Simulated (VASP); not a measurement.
# GaN (P6_3mc) in VASP: a series of runs, part 3 of 3

VASP 6.6.1. The steps go on from the part before.

## 5. Single point, r2SCAN

This run uses another cell than the first one, of 10.86 Å³/atom, 1.020 times its volume.

POSCAR

```
GaN
1.0
    3.1346403037      0.0000000000      0.0000000000
   -1.5673201519      2.7146781348      0.0000000000
    0.0000000000      0.0000000000      5.1049132588
Ga N
2 2
Direct
    0.3333333333      0.6666666667     -0.0008202456
    0.6666666667      0.3333333333      0.4991797544
    0.3333333333      0.6666666667      0.3758202456
    0.6666666667      0.3333333333      0.8758202456
```

INCAR.step1

```
PREC = Accurate
ENCUT = 520
ISMEAR = 0
SIGMA = 0.01
LREAL = False
LASPH = True
NELM = 80
NBANDS = 26
GGA = PE
ALGO = Normal
EDIFF = 1E-4
LWAVE = True
LCHARG = False
```

INCAR.step2

```
PREC = Accurate
ENCUT = 520
EDIFF = 1E-7
ISMEAR = 0
SIGMA = 0.01
LREAL = False
LASPH = True
NELM = 80
ALGO = Normal
ISIF = 2
LWAVE = False
LCHARG = True
METAGGA = R2SCAN
LMIXTAU = True
LELF = True
LVHAR = True
NBANDS = 26
ISTART = 1
```

KPOINTS

```
regular mesh
0
Gamma
  8 8 4
```

Potentials or basis: VASP PAW PBE potentials, release 64 (Ga_d, N).

Launch:

```console
$ cat potpaw_PBE.64/Ga_d/POTCAR potpaw_PBE.64/N/POTCAR > POTCAR
$ cp INCAR.step1 INCAR
$ mpirun -np 1 vasp_std > vasp.out
$ cp INCAR.step2 INCAR
$ mpirun -np 1 vasp_std > vasp.out
```

OUTCAR:

```text
PREC = Accurate
   ENCUT = 520
   EDIFF = 1E-7
   ISMEAR = 0
   LREAL = False
   LASPH = True
   NELM = 80
   ISIF = 2
   METAGGA = R2SCAN
   ISTART = 1

 ion  position               nearest neighbor table
   1  0.333  0.667  0.999-   4 1.92   4 1.92   4 1.92   3 1.92
   2  0.667  0.333  0.499-   3 1.92   3 1.92   3 1.92   4 1.92
   3  0.333  0.667  0.376-   2 1.92   2 1.92   2 1.92   1 1.92
   4  0.667  0.333  0.876-   1 1.92   1 1.92   1 1.92   2 1.92

  LATTYP: Found a hexagonal cell.
 ALAT       =     3.1346403037
 C/A-ratio  =     1.6285483386

  Lattice vectors:

 A1 = (   3.1346403037,   0.0000000000,   0.0000000000)
 A2 = (  -1.5673201519,   2.7146781348,   0.0000000000)
 A3 = (   0.0000000000,   0.0000000000,   5.1049132588)

Analysis of symmetry for initial positions (statically):
=====================================================================
 Subroutine PRICEL returns:
 Original cell was already a primitive cell.

 Routine SETGRP: Setting up the symmetry group for a
 hexagonal supercell.

 Subroutine GETGRP returns: Found 12 space group operations
 (whereof  6 operations were pure point group operations)
 out of a pool of 24 trial point group operations.

The static configuration has the point symmetry C_3v.
 The point group associated with its full space group is C_6v.

Analysis of symmetry for dynamics (positions and initial velocities):
=====================================================================
 Subroutine PRICEL returns:
 Original cell was already a primitive cell.

 Routine SETGRP: Setting up the symmetry group for a
 hexagonal supercell.

 Subroutine GETGRP returns: Found 12 space group operations
 (whereof  6 operations were pure point group operations)
 out of a pool of 24 trial point group operations.

The dynamic configuration has the point symmetry C_3v.
 The point group associated with its full space group is C_6v.

 Subroutine INISYM returns: Found 12 space group operations
 (whereof  6 operations are pure point group operations),
 and found     1 'primitive' translations

----------------------------------------------------------------------------------------

                                     Primitive cell

  volume of cell :      43.4405

  direct lattice vectors                    reciprocal lattice vectors
     3.134640304  0.000000000  0.000000000     0.319015869  0.184183898  0.000000000
    -1.567320152  2.714678135  0.000000000     0.000000000  0.368367795  0.000000000
     0.000000000  0.000000000  5.104913259     0.000000000  0.000000000  0.195889714

  length of vectors
     3.134640304  3.134640304  5.104913259     0.368367796  0.368367795  0.195889714

  position of ions in fractional coordinates (direct lattice)
     0.333333333  0.666666667  0.999179754
     0.666666667  0.333333333  0.499179754
     0.333333333  0.666666667  0.375820246
     0.666666667  0.333333333  0.875820246

  ion indices of the primitive-cell ions
   primitive index   ion index
                 1           1
                 2           2
                 3           3
                 4           4

----------------------------------------------------------------------------------------

 KPOINTS: regular mesh

Automatic generation of k-mesh.
 Grid dimensions read from file:
 generate k-points for:    8    8    4

 Generating k-lattice:

  Cartesian coordinates                     Fractional coordinates (reciprocal lattice)
     0.039876984  0.023022987  0.000000000     0.125000000  0.000000000  0.000000000
     0.000000000  0.046045974  0.000000000     0.000000000  0.125000000  0.000000000
     0.000000000  0.000000000  0.048972429     0.000000000  0.000000000  0.250000000

  Length of vectors
     0.046045974  0.046045974  0.048972429

  Shift w.r.t. Gamma in fractional coordinates (k-lattice)
     0.000000000  0.000000000  0.000000000

 Subroutine IBZKPT returns following result:
 ===========================================

 Found     30 irreducible k-points:

 Following reciprocal coordinates:
            Coordinates               Weight
  0.000000  0.000000  0.000000      1.000000
  0.125000  0.000000  0.000000      6.000000
  0.250000  0.000000  0.000000      6.000000
  0.375000 -0.000000  0.000000      6.000000
  0.500000  0.000000  0.000000      3.000000
  0.125000  0.125000  0.000000      6.000000
[... 16 lines left out ...]
  0.250000  0.000000  0.500000      6.000000
  0.375000 -0.000000  0.500000      6.000000
 [... further k-points ...]
   k-points           NKPTS =     30   k-points in BZ     NKDIM =     30   number of bands    NBANDS=     26
   number of dos      NEDOS =    301   number of ions     NIONS =      4
   total plane-waves  NPLWV =  23040
   dimension x,y,z NGX =    24 NGY =   24 NGZ =   40
   dimension x,y,z NGXF=    48 NGYF=   48 NGZF=   80
   ions per type =               2   2
   NGX,Y,Z   is equivalent  to a cutoff of  12.73, 12.73, 13.03 a.u.
   NGXF,Y,Z  is equivalent  to a cutoff of  25.46, 25.46, 26.05 a.u.
 SYSTEM =  unknown system
   PREC   = accura    normal or accurate (medium, high low for compatibility)
   ISTART =      1    job   : 0-new  1-cont  2-samecut
   ICHARG =      0    charge: 1-file 2-atom 10-const
   ISPIN  =      1    spin polarized calculation?
   LNONCOLLINEAR =      F non collinear calculations
   LSORBIT =      F    spin-orbit coupling
   LASPH  =      T    aspherical Exc in radial PAW
   ENCUT  =  520.0 eV  38.22 Ry    6.18 a.u.   5.83  5.83  9.49*2*pi/ulx,y,z
   NELM   =     80;   NELMIN=  2; NELMDL=  0     # of ELM steps
   EDIFF  = 0.1E-06   stopping-criterion for ELM
   LREAL  =      F    real-space projection
   EDIFFG = 0.1E-05   stopping-criterion for IOM
   NSW    =      0    number of steps for IOM
   IBRION =     -1    ionic relax: 0-MD 1-quasi-New 2-CG
   NFREE  =      0    steps in history (QN), initial steepest desc. (CG)
   ISIF   =      2    stress and relaxation
   ISYM   =      2    0-nonsym 1-usesym 2-fastsym
   POTIM  = 0.5000    time-step for ionic-motion
   TEBEG  =    0.0;   TEEND  =   0.0 temperature during run
   PSTRESS=    0.0 pullay stress
   NELECT =      36.0000    total number of electrons
   NUPDOWN=      -1.0000    fix difference up-down
   EMIN   =  10.00;   EMAX   =-10.00  energy-range for DOS
   EFERMI =   0.00;   METHOD = LEGACY
   ISMEAR =     0;   SIGMA  =   0.01  broadening in eV -4-tet -1-fermi 0-gaus
   EFERMI_NEDOS =   21; number of points for ismear=-14 and -15
   IALGO  =     38    algorithm
   IMIX   =      4    mixing-type and parameters
     AMIX     =   0.40;   BMIX     =  1.00
     AMIX_MAG =   1.60;   BMIX_MAG =  1.00
  volume/ion in A,a.u.               =      10.86        73.29
  Fermi-wavevector in a.u.,A,eV,Ry     =   1.537721  2.905871 32.172141  2.364586
  Thomas-Fermi vector in A             =   2.644190
   LORBIT       =      0    0 simple, 1 ext, 2 COOP (PROOUT), +10 PAW based schemes
   METAGGA = R2SCAN    functional components
   LHFCALC =     F    Hartree Fock is set to
   AEXX    =    0.0000 exact exchange contribution
   IVDW    =     0    specifies the selected vdW correction
   LEPSILON=     F    determine dielectric tensor
   LRPA    =     F    only Hartree local field effects (RPA)
 non-spin polarized calculation
 Gauss-broadening in eV      SIGMA  =   0.01
  energy-cutoff  :      520.00
  volume of cell :       43.44
 maximum number of plane-waves:      1184
 NGX is ok and might be reduce to    24
   NGX = 11   NGY = 11   NGZ = 19

 number of electron      36.0000036 magnetization

 Free energy of the ion-electron system (eV)
  ---------------------------------------------------
  ext. energy  EPLUGINS =         0.00000000
  ---------------------------------------------------
  free energy    TOTEN  =       -43.74256731 eV

  energy without entropy =      -43.74256731  energy(sigma->0) =      -43.74256731

 E-fermi :   5.7057     XC(G=0): -12.9379

 val. band max:        5.6175725842   @ k =   0.0000   0.0000   0.0000
 cond. band min:       8.2792715144   @ k =   0.0000   0.0000   0.0000
 fundamental gap:      2.6616989303
 Fermi energy:         5.7057385237

 k-point     1 :       0.0000    0.0000    0.0000
  band No.  band energies     occupation
      1     -11.6075      2.00000
      2     -10.4601      2.00000
      3      -8.2552      2.00000
      4      -8.2370      2.00000
      5      -8.2370      2.00000
      6      -8.1582      2.00000
[... 18 lines left out ...]
     25      18.4639      0.00000
     26      18.4640      0.00000
[... 644 lines left out ...]
      4      -8.1593      2.00000
      5      -8.0426      2.00000
      6      -8.0426      2.00000
[... 18 lines left out ...]
     25      18.9047      0.00000
     26      18.9047      0.00000

 [... further k-points ...]
[... 5 lines left out ...]
  --------------------------------------------------------------------------------------
  -------------------------------------------------------------------------------------
  Total        3.0659310      3.0659310      3.0139378     -0.0000000      0.0000000      0.0000000
  in kB      113.0781075    113.0781075    111.1604885     -0.0000000      0.0000000      0.0000000
  external PRESSURE =     112.4389012 kB  Pullay stress =       0.0000000 kB

 VOLUME and BASIS-vectors are now :
 -----------------------------------------------------------------------------
  energy-cutoff  :      520.00
  volume of cell :       43.44
      direct lattice vectors                 reciprocal lattice vectors
     3.134640304  0.000000000  0.000000000     0.319015869  0.184183898  0.000000000
    -1.567320152  2.714678135  0.000000000     0.000000000  0.368367795  0.000000000
     0.000000000  0.000000000  5.104913259     0.000000000  0.000000000  0.195889714

 POSITION                                       TOTAL-FORCE (eV/Angst)
 -----------------------------------------------------------------------------------
     -0.00000      1.80979      5.10073         0.000000     -0.000000      0.003640
      1.56732      0.90489      2.54827        -0.000000      0.000000      0.003640
     -0.00000      1.80979      1.91853        -0.000000      0.000000     -0.003640
      1.56732      0.90489      4.47099         0.000000      0.000000     -0.003640
 -----------------------------------------------------------------------------------
    total drift:                                0.000002      0.000003      0.031163

  FREE ENERGIE OF THE ION-ELECTRON SYSTEM (eV)
  ---------------------------------------------------
  free  energy   TOTEN  =       -43.7425673054 eV

  energy  without entropy=      -43.7425673054  energy(sigma->0) =      -43.74256731
```

Run time: 62 s. Hardware: 1 thread of Intel Xeon 6975P-C (Granite Rapids), shared host; peak memory 0.17 GiB.

What came out:

* Free energy: -43.7426 eV
* Pressure: 11.2 GPa
* Largest force: 0.004 eV/Å
* Band gap on the k mesh: 2.66 eV, direct

Forces on the atoms (eV/Å):
```
Ga   0.000  0.000  0.004
Ga   0.000  0.000  0.004
N    0.000  0.000 -0.004
N    0.000  0.000 -0.004
```

Caveat: the PAW data sets were made with another functional, which shifts forces and pressure a little. r2SCAN opens gaps a little over a GGA but as a rule still falls short of measured ones.

## 6. Single point, r2SCAN

This run uses another cell than the first one, of 11.00 Å³/atom, 1.034 times its volume.

POSCAR

```
GaN
1.0
    3.1481827908      0.0000000000      0.0000000000
   -1.5740913954      2.7264062726      0.0000000000
    0.0000000000      0.0000000000      5.1267502129
Ga N
2 2
Direct
    0.3333333333      0.6666666667     -0.0008415289
    0.6666666667      0.3333333333      0.4991584711
    0.3333333333      0.6666666667      0.3758415289
    0.6666666667      0.3333333333      0.8758415289
```

INCAR.step1

```
SYSTEM = GaN
PREC = Accurate
ENCUT = 520
ISMEAR = 0
SIGMA = 0.01
LREAL = .FALSE.
LASPH = .TRUE.
NELM = 60
NBANDS = 26
GGA = PE
ALGO = Normal
EDIFF = 1E-4
LWAVE = .TRUE.
LCHARG = .FALSE.
```

INCAR.step2

```
SYSTEM = GaN
PREC = Accurate
ENCUT = 520
EDIFF = 1E-7
ISMEAR = 0
SIGMA = 0.01
LREAL = .FALSE.
LASPH = .TRUE.
NELM = 60
ALGO = Normal
ISIF = 2
LWAVE = .FALSE.
LCHARG = .FALSE.
METAGGA = R2SCAN
LMIXTAU = .TRUE.
NBANDS = 26
ISTART = 1
```

KPOINTS

```
Automatic mesh
0
G
  8 8 4
  0 0 0
```

Potentials or basis: VASP PAW PBE potentials, release 64 (Ga_d, N).

Launch:

```console
$ cat potpaw_PBE.64/Ga_d/POTCAR potpaw_PBE.64/N/POTCAR > POTCAR
$ cp INCAR.step1 INCAR
$ mpirun -np 1 vasp_std > vasp.out
$ cp INCAR.step2 INCAR
$ mpirun -np 1 vasp_std > vasp.out
```

Run time: 65 s. Hardware: 1 thread of Intel Xeon 6975P-C (Granite Rapids), shared host; peak memory 0.18 GiB.

It converged, with:

```yaml
Free_energy: -43.7772 eV
Pressure: 8.2 GPa
Largest_force: 0.005 eV/Å
Band_gap_on_the_k_mesh: 2.57 eV, direct
```

Forces on the atoms (eV/Å):
```
Ga   0.000  0.000  0.005
Ga   0.000  0.000  0.005
N    0.000  0.000 -0.005
N    0.000  0.000 -0.005
```

Stress tensor (GPa, compression positive):
```
8.26 0.00 0.00
0.00 8.26 0.00
0.00 0.00 8.07
```

Levels at points of the mesh, in eV from the valence-band top:
```tsv
k point	band 14	band 15	band 16	band 17	band 18	band 19	band 20	band 21	band 22	band 23
(0.00, 0.00, 0.00)	-1.11	-1.11	-0.04	0.00	0.00	2.57	5.04	10.17	10.79	10.79
(0.50, 0.00, 0.00)	-5.52	-4.45	-2.96	-2.34	-1.08	5.68	6.31	6.66	9.65	11.24
(0.00, 0.00, 0.50)	-3.99	-0.57	-0.57	-0.57	-0.57	4.99	4.99	9.37	9.37	11.31
(0.50, 0.00, 0.50)	-6.91	-2.09	-2.09	-2.03	-2.03	5.00	5.00	8.63	8.63	10.99
```

Caveat: the PAW data sets were made with another functional, which shifts forces and pressure a little.

## 7. Overview

```csv
cell,gap on the mesh (eV),pressure (GPa)
"a = 3.114, b = 3.114, c = 5.071 Å, angles 90.0, 90.0, 120.0°, 4 atoms",2.80,16.3
"a = 3.135, b = 3.135, c = 5.105 Å, angles 90.0, 90.0, 120.0°, 4 atoms",2.66,11.2
"a = 3.148, b = 3.148, c = 5.127 Å, angles 90.0, 90.0, 120.0°, 4 atoms",2.57,8.2
```

Alike in all rows: task single point; level r2SCAN; potentials or basis VASP PAW PBE potentials, release 64 (Ga_d, N); no spin polarisation; k mesh 8 × 8 × 4; cutoff (eV) 520; smearing gaussian 0.01 eV.

Caveats: the PAW data sets were made with another functional, which shifts forces and pressure a little.

Absolute energies hang on the potentials; compare differences alone.
